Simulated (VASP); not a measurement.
Here is a VASP 6.6.1 calculation.

The input INCAR:

```
SYSTEM = NbTe
ALGO     = Normal         ! electronic algorithm
EDIFF    = 1E-6           ! SCF threshold, eV
EDIFFG   = -0.01          ! ionic threshold
ENCUT    = 600            ! plane-wave cutoff, eV
GGA      = PS             ! functional
IBRION   = 2              ! ionic algorithm
ISIF     = 3              ! what is computed and relaxed
ISMEAR   = -1             ! smearing method
IVDW     = 12             ! dispersion correction
LASPH    = .TRUE.         ! aspherical terms in the spheres
LCHARG   = .FALSE.        ! write CHGCAR
LREAL    = .FALSE.        ! projectors in reciprocal space
LWAVE    = .FALSE.        ! write WAVECAR
NELM     = 80             ! most SCF steps
NSW      = 60             ! ionic steps
PREC     = Accurate       ! precision mode
SIGMA    = 0.05           ! smearing width, eV
```

File KPOINTS:

```
k-points
0
G
  8 8 7
  0 0 0
```

The input POSCAR:

```
NbTe
1.0
    3.7029743866      0.0000000000      0.0000000000
   -1.8514871933      3.2068698884      0.0000000000
    0.0000000000      0.0000000000      3.6942110000
Te Nb
1 1
Direct
    0.6666666667      0.3333333333      0.0000000000
    0.0000000000      0.0000000000      0.5000000000
```

Potentials or basis: VASP PAW PBE potentials, release 64 (Te, Nb_sv).

The run is started by

```console
$ cat potpaw_PBE.64/Te/POTCAR potpaw_PBE.64/Nb_sv/POTCAR > POTCAR
$ mpirun -np 1 vasp_std > vasp.out
```

(1) What does it give for the relaxed volume?

(2) What does it give for the space group after relaxing (to 0.1 Å)?

(3) Predict the band gap on the k mesh.

Results:

(1) 20.14 Å³/atom.

(2) P-6m2 (No. 187).

(3) zero (an odd number of electrons rules out a gap without spin polarisation).

Caveat: the PAW data sets were made with another functional, which shifts forces and pressure a little; spin-orbit coupling is left out, which moves the levels of the heavy elements.
